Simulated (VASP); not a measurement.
# BaTiO3 (Barioperovskite) (Amm2) in VASP: a series of runs, part 3 of 3

VASP 6.6.1.

## Step 4: Single point, PBE (strain +1.6%)

The input, INCAR:

```
SYSTEM = BaTiO3
PREC = Accurate
ENCUT = 520
EDIFF = 1E-7
ISMEAR = -1
SIGMA = 0.02
LREAL = .FALSE.
LASPH = .TRUE.
NELM = 60
ALGO = Normal
ISIF = 2
LWAVE = .FALSE.
LCHARG = .FALSE.
GGA = PE
NBANDS = 28
```

The input, KPOINTS:

```
Automatic mesh
0
G
  6 6 6
  0 0 0
```

The input, POSCAR:

```
BaTiO3
1.0
    4.0284143941      0.0000000000      0.0000000000
    0.0000000000      2.9046133001      2.9213479002
    0.0000000000     -2.9046133001      2.9213479002
Ba Ti O
1 1 3
Direct
    0.0000000000      0.0119790355      0.0119790355
    0.5000000000      0.5292820227      0.5292820227
    0.0000000000      0.4892053142      0.4892053142
    0.5000000000      0.4931958090      0.9732178188
    0.5000000000      0.9732178188      0.4931958090
```

Potentials or basis: VASP PAW PBE potentials, release 64 (Ba_sv, Ti_sv, O).

Run with:

```console
> cat potpaw_PBE.64/Ba_sv/POTCAR potpaw_PBE.64/Ti_sv/POTCAR potpaw_PBE.64/O/POTCAR > POTCAR
> mpirun -np 1 vasp_std > vasp.out
```

OUTCAR:

```text
SYSTEM = BaTiO3
   PREC = Accurate
   ENCUT = 520
   EDIFF = 1E-7
   ISMEAR = -1
   LREAL = .FALSE.
   LASPH = .TRUE.
   NELM = 60
   ISIF = 2
   GGA = PE

 ion  position               nearest neighbor table
   1  0.000  0.012  0.012-   3 2.79   4 2.83   5 2.83   4 2.83   5 2.83   3 2.91   3 2.91   5 2.94
                             4 2.94   5 2.94   4 2.94   3 3.05   2 3.47   2 3.47   2 3.54   2 3.54
   2  0.500  0.529  0.529-   4 1.83   5 1.83   3 2.03   3 2.03   5 2.30   4 2.30   1 3.47   1 3.47
                             1 3.54   1 3.54   1 3.54   1 3.54   1 3.63   1 3.63
[... 953 lines left out ...]
  -------------------------------------------------------------------------------------
  Total       -1.0267497     -0.0156514      0.2120441      0.0000000      0.0000000      0.0000000
  in kB      -24.0624275     -0.3667994      4.9693670      0.0000000      0.0000000      0.0000000
  external PRESSURE =      -6.4866199 kB  Pullay stress =       0.0000000 kB

 VOLUME and BASIS-vectors are now :
 -----------------------------------------------------------------------------
  energy-cutoff  :      520.00
  volume of cell :       68.37
      direct lattice vectors                 reciprocal lattice vectors
     4.028414394  0.000000000  0.000000000     0.248236627  0.000000000  0.000000000
     0.000000000  2.904613300  2.921347900     0.000000000  0.172139954  0.171153870
     0.000000000 -2.904613300  2.921347900     0.000000000 -0.172139954  0.171153870

 POSITION                                       TOTAL-FORCE (eV/Angst)
 -----------------------------------------------------------------------------------
      0.00000      0.00000      0.06999         0.000000      0.000000     -0.020556
      2.01421      0.00000      3.09243         0.000000      0.000000     -0.179263
      0.00000      0.00000      2.85828         0.000000      0.000000     -0.035117
      2.01421     -1.39428      4.28390         0.000000     -0.152216      0.117468
      2.01421      1.39428      4.28390         0.000000      0.152216      0.117468
 -----------------------------------------------------------------------------------
    total drift:                                0.000000     -0.000000     -0.000261

  FREE ENERGIE OF THE ION-ELECTRON SYSTEM (eV)
  ---------------------------------------------------
  free  energy   TOTEN  =       -40.0488645173 eV

  energy  without entropy=      -40.0488645173  energy(sigma->0) =      -40.04886452
```

OSZICAR:

```text
N       E                     dE             d eps       ncg     rms          rms(c)
DAV:   1     0.431534864390E+03    0.43153E+03   -0.20818E+04  2912   0.153E+03
DAV:   2    -0.226291659945E+01   -0.43380E+03   -0.41305E+03  3304   0.422E+02
DAV:   3    -0.482819337678E+02   -0.46019E+02   -0.45610E+02  4048   0.136E+02
DAV:   4    -0.505478197709E+02   -0.22659E+01   -0.22608E+01  4444   0.259E+01
DAV:   5    -0.506166706298E+02   -0.68851E-01   -0.68837E-01  3904   0.346E+00    0.233E+01
DAV:   6    -0.403747348964E+02    0.10242E+02   -0.57636E+01  4448   0.675E+01    0.106E+01
DAV:   7    -0.402804032193E+02    0.94332E-01   -0.13092E+01  3976   0.269E+01    0.723E+00
DAV:   8    -0.400622672579E+02    0.21814E+00   -0.61327E-01  3592   0.719E+00    0.392E+00
DAV:   9    -0.400863285777E+02   -0.24061E-01   -0.50736E-01  4272   0.657E+00    0.187E+00
DAV:  10    -0.400532901554E+02    0.33038E-01   -0.18522E-01  3640   0.412E+00    0.582E-01
DAV:  11    -0.400492007938E+02    0.40894E-02   -0.15176E-02  4248   0.948E-01    0.214E-01
DAV:  12    -0.400488396863E+02    0.36111E-03   -0.21547E-03  3356   0.276E-01    0.386E-02
DAV:  13    -0.400488864594E+02   -0.46773E-04   -0.17895E-04  3692   0.100E-01    0.425E-02
DAV:  14    -0.400488635954E+02    0.22864E-04   -0.71403E-05  3400   0.879E-02    0.104E-02
DAV:  15    -0.400488644493E+02   -0.85397E-06   -0.11674E-05  4140   0.239E-02    0.399E-03
DAV:  16    -0.400488645173E+02   -0.67992E-07   -0.92627E-07  3460   0.746E-03
   1 F= -.40048865E+02 E0= -.40048865E+02  d E =-.280455E-13
```

Wall time 56 s (1 thread of AMD EPYC 9R45 (Zen 5), shared host); peak memory 0.21 GiB.

Results:

- Free energy: -40.0489 eV
- Pressure: -0.6 GPa
- Largest force: 0.192 eV/Å
- Band gap on the k mesh: 2.40 eV, indirect (least direct gap 2.96 eV)

Forces on the atoms (eV/Å):
```
Ba   0.000  0.000 -0.021
Ti   0.000  0.000 -0.179
O    0.000  0.000 -0.035
O    0.000 -0.152  0.117
O    0.000  0.152  0.117
```

Stress tensor (GPa, compression positive):
```
-2.41  0.00  0.00
 0.00 -0.04  0.00
 0.00  0.00  0.50
```

Caveat: the cell differs from its parent crystal (strain +1.6%); spin-orbit coupling is left out, which moves the levels of the heavy elements.

## Step 5: Single point, PBE (strain +3.0%)

The input, INCAR:

```
PREC = Accurate
ENCUT = 520
EDIFF = 1E-6
ISMEAR = -1
SIGMA = 0.02
LREAL = F
LASPH = T
NELM = 100
ALGO = Normal
ISIF = 2
LWAVE = F
LCHARG = F
GGA = PE
NBANDS = 28
```

The input, KPOINTS:

```
regular mesh
0
Gamma
  6 6 6
```

The input, POSCAR:

```
BaTiO3
1.0
    4.0803351227      0.0000000000      0.0000000000
    0.0000000000      2.9420497762      2.9590000622
    0.0000000000     -2.9420497762      2.9590000622
Ba Ti O
1 1 3
Direct
    0.0000000000      0.0153968645      0.0153968645
    0.5000000000      0.5328480167      0.5328480167
    0.0000000000      0.4883301654      0.4883301654
    0.5000000000      0.4925029190      0.9678020346
    0.5000000000      0.9678020346      0.4925029190
```

Potentials or basis: VASP PAW PBE potentials, release 64 (Ba_sv, Ti_sv, O).

Run with:

```console
> cat potpaw_PBE.64/Ba_sv/POTCAR potpaw_PBE.64/Ti_sv/POTCAR potpaw_PBE.64/O/POTCAR > POTCAR
> mpirun -np 1 vasp_std > vasp.out
```

OUTCAR:

```text
PREC = Accurate
   ENCUT = 520
   EDIFF = 1E-6
   ISMEAR = -1
   LREAL = F
   LASPH = T
   NELM = 100
   ISIF = 2
   GGA = PE

 ion  position               nearest neighbor table
   1  0.000  0.015  0.015-   3 2.80   4 2.86   5 2.86   4 2.86   5 2.86   3 2.95   3 2.95   5 2.99
                             4 2.99   5 2.99   4 2.99   3 3.12   2 3.51   2 3.51   2 3.58   2 3.58
   2  0.500  0.533  0.533-   4 1.82   5 1.82   3 2.06   3 2.06   5 2.36   4 2.36   1 3.51   1 3.51
                             1 3.58   1 3.58   1 3.58   1 3.58   1 3.68   1 3.68
   3  0.000  0.488  0.488-   2 2.06   2 2.06   1 2.80   1 2.95   1 2.95   1 3.12
   4  0.500  0.493  0.968-   2 1.82   2 2.36   1 2.86   1 2.86   1 2.99   1 2.99
   5  0.500  0.968  0.493-   2 1.82   2 2.36   1 2.86   1 2.86   1 2.99   1 2.99

  LATTYP: Found a base centered orthorhombic cell.
 ALAT       =     5.8840995524
 B/A-ratio  =     1.0057613865
 C/A-ratio  =     0.6934510687

  Lattice vectors:

 A1 = (   0.0000000000,   2.9420497762,  -2.9590000622)
 A2 = (   0.0000000000,   2.9420497762,   2.9590000622)
 A3 = (   4.0803351227,   0.0000000000,   0.0000000000)

Analysis of symmetry for initial positions (statically):
=====================================================================
[... 175 lines left out ...]
  energy without entropy =      -39.99816285  energy(sigma->0) =      -39.99816285

 E-fermi :   3.5327     XC(G=0): -10.6804

 val. band max:        3.0914997100   @ k =   0.5000   0.5000   0.5000
 cond. band min:       5.6003083675   @ k =   0.0000   0.0000   0.0000
 fundamental gap:      2.5088086575
 Fermi energy:         3.5326775832

 k-point     1 :       0.0000    0.0000    0.0000
  band No.  band energies     occupation
      1     -53.3265      2.00000
      2     -29.6327      2.00000
      3     -29.6204      2.00000
      4     -29.4952      2.00000
      5     -22.1047      2.00000
      6     -13.5845      2.00000
[... 733 lines left out ...]
     27      10.6984      0.00000
     28      11.1002      0.00000

 [... further k-points ...]
[... 5 lines left out ...]
  --------------------------------------------------------------------------------------
  -------------------------------------------------------------------------------------
  Total       -3.0500182     -1.3721328     -0.8858169      0.0000000      0.0000000      0.0000000
  in kB      -68.7847552    -30.9446733    -19.9771588      0.0000000      0.0000000      0.0000000
  external PRESSURE =     -39.9021958 kB  Pullay stress =       0.0000000 kB

 VOLUME and BASIS-vectors are now :
 -----------------------------------------------------------------------------
  energy-cutoff  :      520.00
  volume of cell :       71.04
      direct lattice vectors                 reciprocal lattice vectors
     4.080335123  0.000000000  0.000000000     0.245077909  0.000000000  0.000000000
     0.000000000  2.942049776  2.959000062     0.000000000  0.169949538  0.168976002
     0.000000000 -2.942049776  2.959000062     0.000000000 -0.169949538  0.168976002

 POSITION                                       TOTAL-FORCE (eV/Angst)
 -----------------------------------------------------------------------------------
      0.00000      0.00000      0.09112         0.000000      0.000000     -0.026171
      2.04017      0.00000      3.15339         0.000000      0.000000     -0.210574
      0.00000      0.00000      2.88994         0.000000      0.000000     -0.034012
      2.04017     -1.39835      4.32104         0.000000     -0.168243      0.135378
      2.04017      1.39835      4.32104         0.000000      0.168243      0.135378
 -----------------------------------------------------------------------------------
    total drift:                                0.000000     -0.000001      0.000198

  FREE ENERGIE OF THE ION-ELECTRON SYSTEM (eV)
  ---------------------------------------------------
  free  energy   TOTEN  =       -39.9981628463 eV

  energy  without entropy=      -39.9981628463  energy(sigma->0) =      -39.99816285
```

Wall time 59 s (1 thread of AMD EPYC 9R45 (Zen 5), shared host); peak memory 0.22 GiB.

What came out:

- Free energy: -39.9982 eV
- Pressure: -4.0 GPa
- Largest force: 0.216 eV/Å
- Band gap on the k mesh: 2.51 eV, indirect (least direct gap 3.01 eV)

Forces in eV/Å, atoms in the order of the input:
```
Ba   0.000  0.000 -0.026
Ti   0.000  0.000 -0.211
O    0.000  0.000 -0.034
O    0.000 -0.168  0.135
O    0.000  0.168  0.135
```

Stress tensor (GPa, compression positive):
```
-6.88  0.00  0.00
 0.00 -3.09  0.00
 0.00  0.00 -2.00
```

Caveat: the cell differs from its parent crystal (strain +3.0%); spin-orbit coupling is left out, which moves the levels of the heavy elements. A k mesh can miss the band edges.

## Step 6: Overview

```tsv
cell	gap on the mesh (eV)	pressure (GPa)	largest force (eV/Å)
a = 3.857, b = 3.999, c = 3.999 Å, angles 88.1, 90.0, 90.0°, 5 atoms	2.10	14.1	0.12
a = 3.963, b = 4.053, c = 4.053 Å, angles 89.7, 90.0, 90.0°, 5 atoms	2.25	4.9	0.16
a = 4.028, b = 4.120, c = 4.120 Å, angles 89.7, 90.0, 90.0°, 5 atoms	2.40	-0.6	0.19
a = 4.080, b = 4.173, c = 4.173 Å, angles 89.7, 90.0, 90.0°, 5 atoms	2.51	-4.0	0.22
```

Alike in all rows: task single point; level PBE; potentials or basis VASP PAW PBE potentials, release 64 (Ba_sv, Ti_sv, O); no spin polarisation; k mesh 6 × 6 × 6; cutoff (eV) 520; smearing fermi-dirac 0.02 eV.

Caveats: spin-orbit coupling is left out, which moves the levels of the heavy elements.

Total energies depend on the potentials used, so only differences within one code and one set of settings carry meaning.
